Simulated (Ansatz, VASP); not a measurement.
## CrCdC4N4 in VASP and in Ansatz

```xyz
10
Lattice="6.2476 0.0000 0.0000 0.0000 6.2476 0.0000 0.0000 0.0000 6.2476" Properties=species:S:1:pos:R:3 pbc="T T T"
Cr    0.0000    0.0000    0.0000
Cd    3.1238    3.1238    3.1238
C     1.1864    1.1864    1.1864
C     1.1864    5.0612    5.0612
C     5.0612    1.1864    5.0612
C     5.0612    5.0612    1.1864
N     1.8614    1.8614    1.8614
N     1.8614    4.3862    4.3862
N     4.3862    1.8614    4.3862
N     4.3862    4.3862    1.8614
```

Alike in both runs: functional PBE; k mesh 6 × 6 × 6; occupations gaussian, width 0.1 eV; collinear spin.

Ansatz relaxed the structure, and its values are those at the end. VASP's run is a single point on that final structure, the one shown.

```csv
,VASP,Ansatz
version,VASP 6.6.1,Ansatz 0.2.0
potentials or method,"VASP PAW PBE potentials, release 64 (Cr_pv, Cd, C, N), cutoff 520 eV","scalar-relativistic, plane waves, PAW"
valence electrons in the cell,60,70
```

|  | VASP | Ansatz | Ansatz less VASP |
| --- | --- | --- | --- |
| gap on the k mesh at the Fermi level (eV) | none | none | - |
| pressure (GPa) | 0.5 | 0.0 | -0.48 |
| rms of the force components (eV/Å) | 0.174 | 0.002 | -0.1721 |
| net moment per atom (μB) | 0.40 | 0.40 | 0.000 |
| size of the moment on the site where the two differ most (μB) | 3.20 | 2.69 | -0.513 |

Site moments also hang on the region over which each program counts them. A gap of «none» marks a metal or a gap that the smearing closes. VASP's potentials hold 60 valence electrons a cell and Ansatz's 70, so a difference there can come from the potentials and not from the codes.

Noted on VASP's run: the standard files for N, O and F lose accuracy on very short bonds.
